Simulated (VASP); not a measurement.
# BN (P6_3/mmc) in VASP: a series of runs, part 2 of 3

VASP 6.6.1. Earlier steps stand in the parts before.

## Step 3: Single point, r2SCAN (strain along c alone, the other axes held: -6.0 %)

Contents of POSCAR:

```
BN
1.0
    2.5009264718      0.0000000000      0.0000000000
   -1.2504632359      2.1658658576      0.0000000000
    0.0000000000      0.0000000000      6.4618069365
B N
2 2
Direct
    0.3333333333      0.6666666667      0.2500000000
    0.6666666667      0.3333333333      0.7500000000
    0.3333333333      0.6666666667      0.7500000000
    0.6666666667      0.3333333333      0.2500000000
```

Contents of INCAR.step1:

```
SYSTEM = BN
ALGO = Normal
EDIFF = 1E-4
ENCUT = 520
GGA = PE
ISMEAR = 0
LASPH = .True.
LCHARG = .False.
LREAL = .False.
LWAVE = .True.
NBANDS = 16
NELM = 100
PREC = Accurate
SIGMA = 0.02
```

Contents of INCAR.step2:

```
SYSTEM = BN
ALGO = Normal
EDIFF = 1E-6
ENCUT = 520
ISIF = 2
ISMEAR = 0
ISTART = 1
LASPH = .True.
LCHARG = .True.
LELF = .True.
LMIXTAU = .True.
LREAL = .False.
LVHAR = .True.
LWAVE = .False.
METAGGA = R2SCAN
NBANDS = 16
NELM = 100
PREC = Accurate
SIGMA = 0.02
```

Contents of KPOINTS:

```
k-points
0
Gamma
  12 12 4
  0 0 0
```

Potentials or basis: VASP PAW PBE potentials, release 64 (B, N).

Launch:

```console
$ cat potpaw_PBE.64/B/POTCAR potpaw_PBE.64/N/POTCAR > POTCAR
$ cp INCAR.step1 INCAR
$ mpirun -np 1 vasp_std > vasp.out
$ cp INCAR.step2 INCAR
$ mpirun -np 1 vasp_std > vasp.out
```

Wall time 83 s (1 thread of Intel Xeon Platinum 8259CL at 2.50GHz (Skylake/Cascade Lake), shared host); peak memory 0.16 GiB.

The run converged. Its results:

* Free energy: -38.5838 eV
* Pressure: 1.1 GPa
* Band gap on the k mesh: 4.82 eV, indirect (least direct gap 5.22 eV)

Stress tensor (GPa, compression positive):
```
0.79 0.00 0.00
0.00 0.79 0.00
0.00 0.00 1.68
```

Levels at points of the mesh, in eV from the valence-band top:
| k point | band 5 | band 6 | band 7 | band 8 | band 9 | band 10 | band 11 | band 12 |
| --- | --- | --- | --- | --- | --- | --- | --- | --- |
| (0.00, 0.00, 0.00) | -1.38 | -1.38 | -1.33 | -1.33 | 5.82 | 11.45 | 12.28 | 12.28 |
| (0.50, 0.00, 0.00) | -4.33 | -4.24 | -1.56 | -0.40 | 4.82 | 6.45 | 10.26 | 10.65 |
| (0.00, 0.00, 0.50) | -1.35 | -1.35 | -1.35 | -1.35 | 8.48 | 8.48 | 12.37 | 12.37 |
| (0.50, 0.00, 0.50) | -4.28 | -4.28 | -0.95 | -0.95 | 5.32 | 5.32 | 10.67 | 10.67 |

Caveat: the cell differs from its parent crystal (strain along c alone, the other axes held: -6.0 %); the PAW data sets were made with another functional, which shifts forces and pressure a little. A k mesh can miss the band edges.

## Step 4: Single point, r2SCAN (strain along c alone, the other axes held: -4.0 %)

POSCAR: that of step 3 with these lines changed.

```diff
@@ -4,3 +4,3 @@
    -1.2504632359      2.1658658576      0.0000000000
-    0.0000000000      0.0000000000      6.4618069365
+    0.0000000000      0.0000000000      6.5992921905
 B N
```

Contents of INCAR.step1:

```
SYSTEM = BN
PREC = Accurate
ENCUT = 520
ISMEAR = 0
SIGMA = 0.02
LREAL = .FALSE.
LASPH = .TRUE.
NELM = 100
NBANDS = 16
GGA = PE
ALGO = Normal
EDIFF = 1E-4
LWAVE = .TRUE.
LCHARG = .FALSE.
```

Contents of INCAR.step2:

```
SYSTEM = BN
PREC = Accurate
ENCUT = 520
EDIFF = 1E-7
ISMEAR = 0
SIGMA = 0.02
LREAL = .FALSE.
LASPH = .TRUE.
NELM = 100
ALGO = Normal
ISIF = 2
LWAVE = .FALSE.
LCHARG = .FALSE.
METAGGA = R2SCAN
LMIXTAU = .TRUE.
NBANDS = 16
ISTART = 1
```

Contents of KPOINTS:

```
regular mesh
0
G
  12 12 4
  0 0 0
```

Potentials or basis: VASP PAW PBE potentials, release 64 (B, N).

Launch:

```console
$ cat potpaw_PBE.64/B/POTCAR potpaw_PBE.64/N/POTCAR > POTCAR
$ cp INCAR.step1 INCAR
$ mpirun -np 1 vasp_std > vasp.out
$ cp INCAR.step2 INCAR
$ mpirun -np 1 vasp_std > vasp.out
```

OUTCAR:

```text
SYSTEM = BN
   PREC = Accurate
   ENCUT = 520
   EDIFF = 1E-7
   ISMEAR = 0
   LREAL = .FALSE.
   LASPH = .TRUE.
   NELM = 100
   ISIF = 2
   METAGGA = R2SCAN
   ISTART = 1

 ion  position               nearest neighbor table
   1  0.333  0.667  0.250-   4 1.44   4 1.44   4 1.44
   2  0.667  0.333  0.750-   3 1.44   3 1.44   3 1.44
   3  0.333  0.667  0.750-   2 1.44   2 1.44   2 1.44
   4  0.667  0.333  0.250-   1 1.44   1 1.44   1 1.44

  LATTYP: Found a hexagonal cell.
 ALAT       =     2.5009264718
 C/A-ratio  =     2.6387389893

  Lattice vectors:

 A1 = (   2.5009264718,   0.0000000000,   0.0000000000)
 A2 = (  -1.2504632359,   2.1658658576,   0.0000000000)
 A3 = (   0.0000000000,   0.0000000000,   6.5992921905)

Analysis of symmetry for initial positions (statically):
=====================================================================
 Subroutine PRICEL returns:
 Original cell was already a primitive cell.

 Routine SETGRP: Setting up the symmetry group for a
 hexagonal supercell.

 Subroutine GETGRP returns: Found 24 space group operations
 (whereof 12 operations were pure point group operations)
 out of a pool of 24 trial point group operations.

The static configuration has the point symmetry D_3d.
 The point group associated with its full space group is D_6h.

Analysis of symmetry for dynamics (positions and initial velocities):
=====================================================================
 Subroutine PRICEL returns:
 Original cell was already a primitive cell.

 Routine SETGRP: Setting up the symmetry group for a
 hexagonal supercell.

 Subroutine GETGRP returns: Found 24 space group operations
 (whereof 12 operations were pure point group operations)
 out of a pool of 24 trial point group operations.

The dynamic configuration has the point symmetry D_3d.
 The point group associated with its full space group is D_6h.

 Subroutine INISYM returns: Found 24 space group operations
 (whereof 12 operations are pure point group operations),
 and found     1 'primitive' translations
[... 116 lines left out ...]
   IALGO  =     38    algorithm
   IMIX   =      4    mixing-type and parameters
     AMIX     =   0.40;   BMIX     =  1.00
     AMIX_MAG =   1.60;   BMIX_MAG =  1.00
  volume/ion in A,a.u.               =       8.94        60.31
  Fermi-wavevector in a.u.,A,eV,Ry     =   1.252290  2.366485 21.337065  1.568230
  Thomas-Fermi vector in A             =   2.386197
   LORBIT       =      0    0 simple, 1 ext, 2 COOP (PROOUT), +10 PAW based schemes
   METAGGA = R2SCAN    functional components
   LHFCALC =     F    Hartree Fock is set to
   AEXX    =    0.0000 exact exchange contribution
   IVDW    =     0    specifies the selected vdW correction
   LEPSILON=     F    determine dielectric tensor
   LRPA    =     F    only Hartree local field effects (RPA)
 non-spin polarized calculation
 Gauss-broadening in eV      SIGMA  =   0.02
  energy-cutoff  :      520.00
  volume of cell :       35.75
 maximum number of plane-waves:       985
 NGX is ok and might be reduce to    20
   NGX =  9   NGY =  9   NGZ = 25

 number of electron      15.9999997 magnetization

 Free energy of the ion-electron system (eV)
  ---------------------------------------------------
  ext. energy  EPLUGINS =         0.00000000
  ---------------------------------------------------
  free energy    TOTEN  =       -38.59103796 eV

  energy without entropy =      -38.59103796  energy(sigma->0) =      -38.59103796

 E-fermi :   2.2267     XC(G=0): -10.7884

 val. band max:        2.0811827478   @ k =   0.3333   0.2500   0.0000
 cond. band min:       6.9521301761   @ k =   0.5000  -0.0000   0.0000
 fundamental gap:      4.8709474283
 Fermi energy:         2.2266832567

 k-point     1 :       0.0000    0.0000    0.0000
  band No.  band energies     occupation
      1     -16.7420      2.00000
      2     -16.4374      2.00000
      3      -4.3396      2.00000
      4      -2.0877      2.00000
      5       0.7301      2.00000
      6       0.7301      2.00000
[... 433 lines left out ...]
      3      -5.1067      2.00000
      4      -5.0437      2.00000
      5      -1.6241      2.00000
      6      -1.5760      2.00000
[... 8 lines left out ...]
     15      19.9846      0.00000
     16      21.8794      0.00000

 [... further k-points ...]
[... 5 lines left out ...]
  --------------------------------------------------------------------------------------
  -------------------------------------------------------------------------------------
  Total        0.1674670      0.1674670      0.1940609      0.0000000      0.0000000     -0.0000000
  in kB        7.5060259      7.5060259      8.6979895      0.0000000      0.0000000     -0.0000000
  external PRESSURE =       7.9033471 kB  Pullay stress =       0.0000000 kB

 VOLUME and BASIS-vectors are now :
 -----------------------------------------------------------------------------
  energy-cutoff  :      520.00
  volume of cell :       35.75
      direct lattice vectors                 reciprocal lattice vectors
     2.500926472  0.000000000  0.000000000     0.399851819  0.230854556  0.000000000
    -1.250463236  2.165865858  0.000000000     0.000000000  0.461709111  0.000000000
     0.000000000  0.000000000  6.599292190     0.000000000  0.000000000  0.151531402

 POSITION                                       TOTAL-FORCE (eV/Angst)
 -----------------------------------------------------------------------------------
     -0.00000      1.44391      1.64982         0.000000     -0.000000      0.000000
      1.25046      0.72196      4.94947        -0.000000      0.000000      0.000000
     -0.00000      1.44391      4.94947        -0.000000      0.000000      0.000000
      1.25046      0.72196      1.64982         0.000000     -0.000000      0.000000
 -----------------------------------------------------------------------------------
    total drift:                                0.000000     -0.000000      0.000000

  FREE ENERGIE OF THE ION-ELECTRON SYSTEM (eV)
  ---------------------------------------------------
  free  energy   TOTEN  =       -38.5910379626 eV

  energy  without entropy=      -38.5910379626  energy(sigma->0) =      -38.59103796
```

OUTCAR.step1:

```text
SYSTEM = BN
   PREC = Accurate
   ENCUT = 520
   ISMEAR = 0
   LREAL = .FALSE.
   LASPH = .TRUE.
   NELM = 100
[... 687 lines left out ...]
      1.25046      0.72196      4.94947        -0.000000      0.000000      0.000000
     -0.00000      1.44391      4.94947         0.000000      0.000000      0.000000
      1.25046      0.72196      1.64982        -0.000000      0.000000      0.000000
 -----------------------------------------------------------------------------------
    total drift:                                0.000000     -0.000000      0.000000

  FREE ENERGIE OF THE ION-ELECTRON SYSTEM (eV)
  ---------------------------------------------------
  free  energy   TOTEN  =       -35.1459117568 eV

  energy  without entropy=      -35.1459117568  energy(sigma->0) =      -35.14591176
```

OSZICAR.step1:

```text
N       E                     dE             d eps       ncg     rms          rms(c)
DAV:   1     0.485986568971E+02    0.48599E+02   -0.80327E+03  1824   0.925E+02
DAV:   2    -0.354756183922E+02   -0.84074E+02   -0.76669E+02  2536   0.224E+02
DAV:   3    -0.387010270446E+02   -0.32254E+01   -0.32155E+01  2368   0.430E+01
DAV:   4    -0.387217329798E+02   -0.20706E-01   -0.20704E-01  2304   0.381E+00
DAV:   5    -0.387219266185E+02   -0.19364E-03   -0.19363E-03  2384   0.347E-01    0.113E+01
DAV:   6    -0.355036013134E+02    0.32183E+01   -0.51761E+00  2352   0.175E+01    0.507E+00
DAV:   7    -0.352234394483E+02    0.28016E+00   -0.57748E-01  2472   0.555E+00    0.317E+00
DAV:   8    -0.351497334137E+02    0.73706E-01   -0.23361E-01  2320   0.324E+00    0.474E-01
DAV:   9    -0.351449057519E+02    0.48277E-02   -0.15287E-02  2104   0.101E+00    0.197E-01
DAV:  10    -0.351458161191E+02   -0.91037E-03   -0.13215E-03  2104   0.278E-01    0.352E-02
DAV:  11    -0.351459117568E+02   -0.95638E-04   -0.90595E-05  1880   0.797E-02
   1 F= -.35145912E+02 E0= -.35145912E+02  d E =-.156000E-27
```

It took 92 s on 1 thread of Intel Xeon Platinum 8259CL at 2.50GHz (Skylake/Cascade Lake), shared host; peak memory 0.16 GiB.

Results:

* Free energy: -38.5910 eV
* Pressure: 0.8 GPa
* Band gap on the k mesh: 4.87 eV, indirect (least direct gap 5.29 eV)

Caveat: the cell differs from its parent crystal (strain along c alone, the other axes held: -4.0 %); the PAW data sets were made with another functional, which shifts forces and pressure a little. A k mesh can miss the band edges.

[end of part 2 of 3]
